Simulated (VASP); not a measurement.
# Al6N5 (a cell with a defect) in VASP: notebook

The runs below take Al6N5 (a cell with a defect) through single point, with PBEsol.

Everything below comes from runs of VASP 6.6.1. Logs are shortened: lines on timing, memory, paths and dates and some standing lists are left out, and cuts for length are marked.

### 1 The cell of the first run

The cell holds a defect, 11 atoms: a = 5.295 Å, b = 5.295 Å, c = 5.295 Å, α = 65.36°, β = 65.36°, γ = 65.36°.

### 2 Single point, PBEsol

File INCAR:

```
SYSTEM = Al6N5
  ALGO = Normal
  EDIFF = 1E-6
  ENCUT = 520
  GGA = PS
  ISIF = 2
  ISMEAR = 0
  LASPH = .TRUE.
  LCHARG = .FALSE.
  LREAL = .FALSE.
  LWAVE = .FALSE.
  NBANDS = 32
  NELECT = 40.0
  NELM = 80
  PREC = Accurate
  SIGMA = 0.05
```

File KPOINTS:

```
k-points
0
G
  6 6 6
  0 0 0
```

File POSCAR:

```
Al6N5
1.0
   -3.3014697842      0.0000000000      4.1398709024
    1.6507348921     -2.8591567030      4.1398709024
    1.6507348921      2.8591567030      4.1398709024
Al N
6 5
Direct
    0.2500000000      0.9166666667      0.5833333333
    0.5833333333      0.2500000000      0.9166666667
    0.9166666667      0.5833333333      0.2500000000
    0.7500000000      0.0833333333      0.4166666667
    0.0833333333      0.4166666667      0.7500000000
    0.4166666667      0.7500000000      0.0833333333
    0.4166666667      0.0833333333      0.7500000000
    0.7500000000      0.4166666667      0.0833333333
    0.9166666667      0.2500000000      0.5833333333
    0.2500000000      0.5833333333      0.9166666667
    0.5833333333      0.9166666667      0.2500000000
```

Potentials or basis: VASP PAW PBE potentials, release 64 (Al, N).

The run is started by

```bash
$ cat potpaw_PBE.64/Al/POTCAR potpaw_PBE.64/N/POTCAR > POTCAR
$ mpirun -np 1 vasp_std > vasp.out
```

OUTCAR:

```text
SYSTEM = Al6N5
   EDIFF = 1E-6
   ENCUT = 520
   GGA = PS
   ISIF = 2
   ISMEAR = 0
   LASPH = .TRUE.
   LREAL = .FALSE.
   NELECT = 40.0
   NELM = 80
   PREC = Accurate

 ion  position               nearest neighbor table
   1  0.250  0.917  0.583-   9 1.91  11 1.91  10 1.91   7 2.07   4 2.81   4 2.81   5 2.81   6 2.81
                             5 2.81   6 2.81   2 3.30   3 3.30   2 3.30   3 3.30   2 3.30   3 3.30
   2  0.583  0.250  0.917-  10 1.91  11 1.91   9 1.91   8 2.07   7 2.07   6 2.81   6 2.81   4 2.81
                             5 2.81   5 2.81   4 2.81   3 3.30   1 3.30   1 3.30   3 3.30   1 3.30
   3  0.917  0.583  0.250-  10 1.91   9 1.91  11 1.91   8 2.07   5 2.81   5 2.81   4 2.81   6 2.81
                             6 2.81   4 2.81   2 3.30   1 3.30   1 3.30   1 3.30   2 3.30   2 3.30
   4  0.750  0.083  0.417-   7 1.91   8 1.91   9 2.07  11 2.07   1 2.81   1 2.81   3 2.81   2 2.81
                             3 2.81   2 2.81   5 3.30   6 3.30   6 3.30   5 3.30   6 3.30   5 3.30
   5  0.083  0.417  0.750-   8 1.91   7 1.91   9 2.07  10 2.07   3 2.81   3 2.81   1 2.81   2 2.81
                             2 2.81   1 2.81   6 3.30   4 3.30   4 3.30   6 3.30   6 3.30   4 3.30
   6  0.417  0.750  0.083-   8 1.91   7 1.91  10 2.07  11 2.07   2 2.81   2 2.81   3 2.81   1 2.81
                             3 2.81   1 2.81   5 3.30   4 3.30   4 3.30   4 3.30   5 3.30   5 3.30
   7  0.417  0.083  0.750-   4 1.91   6 1.91   5 1.91   2 2.07   1 2.07
   8  0.750  0.417  0.083-   5 1.91   6 1.91   4 1.91   3 2.07   2 2.07
   9  0.917  0.250  0.583-   1 1.91   3 1.91   2 1.91   4 2.07   5 2.07
  10  0.250  0.583  0.917-   2 1.91   3 1.91   1 1.91   5 2.07   6 2.07
  11  0.583  0.917  0.250-   1 1.91   2 1.91   3 1.91   4 2.07   6 2.07

  LATTYP: Found a trigonal (rhomboedric) cell.
 ALAT       =     5.2951141465
 COS(alpha) =     0.4168835952

  Lattice vectors:

 A1 = (  -3.3014697842,   0.0000000000,   4.1398709024)
 A2 = (   1.6507348921,  -2.8591567030,   4.1398709024)
 A3 = (   1.6507348921,   2.8591567030,   4.1398709024)

Analysis of symmetry for initial positions (statically):
=====================================================================
 Subroutine PRICEL returns:
 Original cell was already a primitive cell.

 Routine SETGRP: Setting up the symmetry group for a
 trigonal (rhombohedral) supercell.

 Subroutine GETGRP returns: Found  6 space group operations
 (whereof  1 operations were pure point group operations)
 out of a pool of 12 trial point group operations.

The static configuration has the point symmetry C_1 .
 The point group associated with its full space group is D_3 .

Analysis of symmetry for dynamics (positions and initial velocities):
=====================================================================
 Subroutine PRICEL returns:
 Original cell was already a primitive cell.

 Routine SETGRP: Setting up the symmetry group for a
 trigonal (rhombohedral) supercell.

 Subroutine GETGRP returns: Found  6 space group operations
 (whereof  1 operations were pure point group operations)
 out of a pool of 12 trial point group operations.

The dynamic configuration has the point symmetry C_1 .
 The point group associated with its full space group is D_3 .

 Subroutine INISYM returns: Found  6 space group operations
 (whereof  1 operations are pure point group operations),
 and found     1 'primitive' translations

----------------------------------------------------------------------------------------

                                     Primitive cell

  volume of cell :     117.2339

  direct lattice vectors                    reciprocal lattice vectors
    -3.301469784  0.000000000  4.139870902    -0.201930264  0.000000000  0.080517809
     1.650734892 -2.859156703  4.139870902     0.100965132 -0.174876739  0.080517809
     1.650734892  2.859156703  4.139870902     0.100965132  0.174876739  0.080517809

  length of vectors
     5.295114147  5.295114147  5.295114147     0.217391235  0.217391235  0.217391235

  position of ions in fractional coordinates (direct lattice)
     0.250000000  0.916666667  0.583333333
     0.583333333  0.250000000  0.916666667
     0.916666667  0.583333333  0.250000000
     0.750000000  0.083333333  0.416666667
     0.083333333  0.416666667  0.750000000
     0.416666667  0.750000000  0.083333333
     0.416666667  0.083333333  0.750000000
     0.750000000  0.416666667  0.083333333
     0.916666667  0.250000000  0.583333333
     0.250000000  0.583333333  0.916666667
     0.583333333  0.916666667  0.250000000

  ion indices of the primitive-cell ions
   primitive index   ion index
                 1           1
                 2           2
                 3           3
                 4           4
                 5           5
                 6           6
                 7           7
                 8           8
                 9           9
                10          10
                11          11

----------------------------------------------------------------------------------------

 KPOINTS: k-points

Automatic generation of k-mesh.
 Grid dimensions read from file:
 generate k-points for:    6    6    6

 Generating k-lattice:

  Cartesian coordinates                     Fractional coordinates (reciprocal lattice)
    -0.033655044  0.000000000  0.013419635     0.166666667  0.000000000  0.000000000
     0.016827522 -0.029146123  0.013419635     0.000000000  0.166666667  0.000000000
     0.016827522  0.029146123  0.013419635     0.000000000  0.000000000  0.166666667

  Length of vectors
     0.036231873  0.036231873  0.036231873

  Shift w.r.t. Gamma in fractional coordinates (k-lattice)
     0.000000000  0.000000000  0.000000000

 Subroutine IBZKPT returns following result:
 ===========================================

 Found     32 irreducible k-points:

 Following reciprocal coordinates:
            Coordinates               Weight
  0.000000  0.000000  0.000000      1.000000
  0.166667 -0.000000 -0.000000      6.000000
  0.333333  0.000000  0.000000      6.000000
  0.500000  0.000000  0.000000      3.000000
  0.166667  0.166667 -0.000000      6.000000
  0.333333  0.166667 -0.000000     12.000000
[... 16 lines left out ...]
  0.500000  0.500000  0.166667      6.000000
 -0.333333  0.500000  0.166667     12.000000
 [... further k-points ...]
   k-points           NKPTS =     32   k-points in BZ     NKDIM =     32   number of bands    NBANDS=     32
   number of dos      NEDOS =    301   number of ions     NIONS =     11
   total plane-waves  NPLWV =  64000
   dimension x,y,z NGX =    40 NGY =   40 NGZ =   40
   dimension x,y,z NGXF=    80 NGYF=   80 NGZF=   80
   ions per type =               6   5
   NGX,Y,Z   is equivalent  to a cutoff of  12.56, 12.56, 12.56 a.u.
   NGXF,Y,Z  is equivalent  to a cutoff of  25.12, 25.12, 25.12 a.u.
 SYSTEM =  Al6N5
   PREC   = accura    normal or accurate (medium, high low for compatibility)
   ISTART =      0    job   : 0-new  1-cont  2-samecut
   ICHARG =      2    charge: 1-file 2-atom 10-const
   ISPIN  =      1    spin polarized calculation?
   LNONCOLLINEAR =      F non collinear calculations
   LSORBIT =      F    spin-orbit coupling
   LASPH  =      T    aspherical Exc in radial PAW
   ENCUT  =  520.0 eV  38.22 Ry    6.18 a.u.   9.85  9.85  9.85*2*pi/ulx,y,z
   NELM   =     80;   NELMIN=  2; NELMDL= -5     # of ELM steps
   EDIFF  = 0.1E-05   stopping-criterion for ELM
   LREAL  =      F    real-space projection
   EDIFFG = 0.1E-04   stopping-criterion for IOM
   NSW    =      0    number of steps for IOM
   IBRION =     -1    ionic relax: 0-MD 1-quasi-New 2-CG
   NFREE  =      0    steps in history (QN), initial steepest desc. (CG)
   ISIF   =      2    stress and relaxation
   ISYM   =      2    0-nonsym 1-usesym 2-fastsym
   POTIM  = 0.5000    time-step for ionic-motion
   TEBEG  =    0.0;   TEEND  =   0.0 temperature during run
   PSTRESS=    0.0 pullay stress
   NELECT =      40.0000    total number of electrons
   NUPDOWN=      -1.0000    fix difference up-down
   EMIN   =  10.00;   EMAX   =-10.00  energy-range for DOS
   EFERMI =   0.00;   METHOD = LEGACY
   ISMEAR =     0;   SIGMA  =   0.05  broadening in eV -4-tet -1-fermi 0-gaus
   EFERMI_NEDOS =   21; number of points for ismear=-14 and -15
   IALGO  =     38    algorithm
   IMIX   =      4    mixing-type and parameters
     AMIX     =   0.40;   BMIX     =  1.00
     AMIX_MAG =   1.60;   BMIX_MAG =  1.00
  volume/ion in A,a.u.               =      10.66        71.92
  Fermi-wavevector in a.u.,A,eV,Ry     =   1.143959  2.161769 17.805152  1.308642
  Thomas-Fermi vector in A             =   2.280652
   LORBIT       =      0    0 simple, 1 ext, 2 COOP (PROOUT), +10 PAW based schemes
   GGA     = PS    functional components
   LHFCALC =     F    Hartree Fock is set to
   AEXX    =    0.0000 exact exchange contribution
   IVDW    =     0    specifies the selected vdW correction
   LEPSILON=     F    determine dielectric tensor
   LRPA    =     F    only Hartree local field effects (RPA)
 non-spin polarized calculation
 Gauss-broadening in eV      SIGMA  =   0.05
  energy-cutoff  :      520.00
  volume of cell :      117.23
 maximum number of plane-waves:      3199
   NGX = 19   NGY = 19   NGZ = 19

 number of electron      39.9999999 magnetization

 Free energy of the ion-electron system (eV)
  ---------------------------------------------------
  ext. energy  EPLUGINS =         0.00000000
  ---------------------------------------------------
  free energy    TOTEN  =      -102.57913533 eV

  energy without entropy =     -102.57328049  energy(sigma->0) =     -102.57620791

 E-fermi :   6.6195     XC(G=0): -10.7691

 val. band max:        6.6001016924   @ k =  -0.1667   0.1667   0.1667
 cond. band min:       6.6270933077   @ k =  -0.3333   0.1667   0.0000
 fundamental gap:      0.0269916154
 Fermi energy:         6.6194520326

 k-point     1 :       0.0000    0.0000    0.0000
  band No.  band energies     occupation
      1      -8.8825      2.00000
      2      -6.7314      2.00000
      3      -6.7314      2.00000
      4      -6.2993      2.00000
      5      -5.7170      2.00000
      6       0.9755      2.00000
[... 829 lines left out ...]
     31      16.3641      0.00000
     32      16.8763      0.00000

 [... further k-points ...]
[... 5 lines left out ...]
  --------------------------------------------------------------------------------------
  -------------------------------------------------------------------------------------
  Total      -31.3314184    -31.3314184    -34.2148868     -0.0000000      0.0000000     -0.0000000
  in kB     -428.1907689   -428.1907689   -467.5976841     -0.0000000      0.0000000     -0.0000000
  external PRESSURE =    -441.3264073 kB  Pullay stress =       0.0000000 kB

 VOLUME and BASIS-vectors are now :
 -----------------------------------------------------------------------------
  energy-cutoff  :      520.00
  volume of cell :      117.23
      direct lattice vectors                 reciprocal lattice vectors
    -3.301469784  0.000000000  4.139870902    -0.201930264  0.000000000  0.080517809
     1.650734892 -2.859156703  4.139870902     0.100965132 -0.174876739  0.080517809
     1.650734892  2.859156703  4.139870902     0.100965132  0.174876739  0.080517809

 POSITION                                       TOTAL-FORCE (eV/Angst)
 -----------------------------------------------------------------------------------
      1.65073     -0.95305      7.24477        -0.000000     -0.000000      2.899578
      0.00000      1.90610      7.24477         0.000000     -0.000000      0.000000
     -1.65073     -0.95305      7.24477         0.000000     -0.000000     -2.899578
     -1.65073      0.95305      5.17484         2.000311     -1.154880      0.000000
      1.65073      0.95305      5.17484         0.000000      2.309760      0.000000
     -0.00000     -1.90610      5.17484        -2.000311     -1.154880      0.000000
     -0.00000      1.90610      5.17484         0.000000     -0.000000      0.258252
     -1.65073     -0.95305      5.17484         0.000000     -0.000000     -0.258252
     -1.65073      0.95305      7.24477        -0.718908     -0.415062      0.000000
      1.65073      0.95305      7.24477         0.718908     -0.415062      0.000000
      0.00000     -1.90610      7.24477         0.000000      0.830124      0.000000
 -----------------------------------------------------------------------------------
    total drift:                                0.000006      0.000004     -0.000000

  FREE ENERGIE OF THE ION-ELECTRON SYSTEM (eV)
  ---------------------------------------------------
  free  energy   TOTEN  =      -102.5791353349 eV

  energy  without entropy=     -102.5732804924  energy(sigma->0) =     -102.57620791
```

Run time: 4.3 min. Hardware: 1 thread of Intel Xeon 8259CL, shared host; peak memory 0.28 GiB.

What came out:

| Item | Value |
| --- | --- |
| Free energy | -102.5791 eV |
| Largest force | 2.900 eV/Å |

Forces in eV/Å, atoms in the order of the input:
```
Al   0.000  0.000  2.900
Al   0.000  0.000  0.000
Al   0.000  0.000 -2.900
Al   2.000 -1.155  0.000
Al   0.000  2.310  0.000
Al  -2.000 -1.155  0.000
N    0.000  0.000  0.258
N    0.000  0.000 -0.258
N   -0.719 -0.415  0.000
N    0.719 -0.415  0.000
N    0.000  0.830  0.000
```

Caveat: the cell carries a net charge on a neutralising background, which shifts energy and pressure; the cell differs from its parent crystal (atoms taken out, atom 9 moved 0.000 of the way to it and +0.000 Å across, host rigid); the cell is charged against a uniform background, so pressure and absolute levels hang on convention; the PAW data sets were made with another functional, which shifts forces and pressure a little.

### 3 Single point, PBEsol

File INCAR:

```
  ALGO = Normal
  EDIFF = 1E-6
  ENCUT = 520
  GGA = PS
  ISIF = 2
  ISMEAR = 0
  LASPH = T
  LCHARG = F
  LREAL = F
  LWAVE = F
  NBANDS = 32
  NELECT = 40.0
  NELM = 80
  PREC = Accurate
  SIGMA = 0.05
```

File KPOINTS:

```
k-points
0
Gamma
  6 6 6
```

POSCAR is that of step 2.

Potentials or basis: VASP PAW PBE potentials, release 64 (Al, N).

The run is started by

```bash
$ cat potpaw_PBE.64/Al/POTCAR potpaw_PBE.64/N/POTCAR > POTCAR
$ mpirun -np 1 vasp_std > vasp.out
```

Run time: 4.1 min. Hardware: 1 thread of Intel Xeon 8259CL, shared host; peak memory 0.28 GiB.

The run converged. Its results:

| Quantity | Value |
| --- | --- |
| Free energy | -102.5791 eV |
| Largest force | 2.900 eV/Å |

Forces on the atoms (eV/Å):
```
Al   0.000  0.000  2.900
Al   0.000  0.000  0.000
Al   0.000  0.000 -2.900
Al   2.000 -1.155  0.000
Al   0.000  2.310  0.000
Al  -2.000 -1.155  0.000
N    0.000  0.000  0.258
N    0.000  0.000 -0.258
N   -0.719 -0.415  0.000
N    0.719 -0.415  0.000
N    0.000  0.830  0.000
```

Levels at points of the mesh, in eV from the Fermi level:
```
           k point  band 17  band 18  band 19  band 20  band 21  band 22  band 23  band 24
(0.00, 0.00, 0.00)    -1.83    -0.49    -0.49    -0.02     0.43     4.08     4.08     5.64
(0.50, 0.00, 0.00)    -1.32    -1.08    -0.51    -0.22     0.19     3.12     4.30     4.81
(0.50, 0.50, 0.00)    -1.69    -1.47    -0.61    -0.18     0.02     3.85     3.85     4.68
(0.50, 0.50, 0.50)    -1.70    -1.70    -1.56    -1.56     1.09     3.50     3.82     3.82
```

Caveat: the cell carries a net charge on a neutralising background, which shifts energy and pressure; the cell is charged against a uniform background, so pressure and absolute levels hang on convention; the PAW data sets were made with another functional, which shifts forces and pressure a little.
